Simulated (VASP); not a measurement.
GdO: single point with PBE+U

The system is GdO.

```
Gd O
1.0
     2.97587    0.00000    0.00000
     0.00000    2.97587    0.00000
     0.00000    0.00000    2.97587
Gd O
1 1
Cartesian
  0.0000 0.0000 0.0000
  1.4879 1.4879 1.4879
```

| Item | Value |
| --- | --- |
| Program | VASP 6.6.1 |
| Task | single point |
| Functional | PBE |
| Potentials or basis | VASP PAW PBE potentials, release 64 (Gd, O) |
| Cutoff | 520 eV |
| k mesh | 10 × 10 × 10 |
| Occupations | gaussian, width 0.05 eV |
| Spin | collinear spin, ferromagnetic start |
| Starting moments | [7.88, -0.03] μB |
| Hubbard terms | Gd f U = 6.0 eV |
| Dipole correction | no |
| Further INCAR settings | ALGO = Normal; EDIFF = 1e-06; NBANDS = 23 |

```
Pressure                                              : 8.4 GPa
Net moment                                            : 7.49 μB per cell
Site moments                                          : Gd +7.11; O -0.04 μB
Valence electrons inside the program's atomic spheres : Gd 15.41; O 4.98
```

Levels at points of the mesh, in eV from the Fermi level:
Spin up:
| k point | band 12 | band 13 | band 14 | band 15 | band 16 | band 17 | band 18 | band 19 | band 20 | band 21 |
| --- | --- | --- | --- | --- | --- | --- | --- | --- | --- | --- |
| (0.00, 0.00, 0.00) | -8.61 | -4.25 | -4.25 | -4.25 | -3.14 | -3.14 | 0.35 | 5.96 | 5.96 | 5.96 |
| (0.50, 0.00, 0.00) | -8.48 | -8.07 | -5.27 | -5.27 | -2.00 | 2.80 | 4.83 | 4.83 | 6.61 | 7.33 |
| (0.50, 0.50, 0.00) | -8.46 | -5.56 | -5.56 | -4.11 | -1.48 | -0.34 | 2.53 | 2.53 | 8.86 | 11.20 |
| (0.50, 0.50, 0.50) | -8.55 | -8.10 | -8.10 | -8.10 | 4.07 | 4.07 | 4.07 | 9.21 | 9.21 | 10.32 |
Spin down:
| k point | band 5 | band 6 | band 7 | band 8 | band 9 | band 10 | band 11 | band 12 |
| --- | --- | --- | --- | --- | --- | --- | --- | --- |
| (0.00, 0.00, 0.00) | -20.41 | -4.41 | -4.41 | -4.41 | -1.79 | -1.79 | 1.47 | 2.46 |
| (0.50, 0.00, 0.00) | -18.40 | -7.72 | -5.21 | -5.21 | -0.47 | 1.91 | 2.30 | 2.54 |
| (0.50, 0.50, 0.00) | -20.00 | -5.56 | -5.56 | -4.50 | 0.00 | 0.56 | 2.39 | 2.39 |
| (0.50, 0.50, 0.50) | -19.49 | -7.88 | -7.88 | -7.88 | 2.54 | 2.54 | 2.54 | 2.61 |

Eigenvalues of the final occupation matrices:
```tsv
site	spin	trace	eigenvalues
site 1 f	1	6.94	0.99 0.99 0.99 0.99 0.99 0.99 1.00
site 1 f	2	0.04	0.00 0.00 0.00 0.01 0.01 0.01 0.01
```

Run time: 56 s on 1 thread of Intel(R) Xeon(R) Platinum 8375C CPU @ 2.90GHz (Ice Lake), on a shared host, peak memory 0.2 GiB.

Caveat: the cell stands under pressure; spin-orbit coupling is left out, which moves the levels of the heavy elements; a cell with one magnetic atom can't hold antiferromagnetic order, which such compounds often take. The state reached can hang on the start; a lower one may exist.
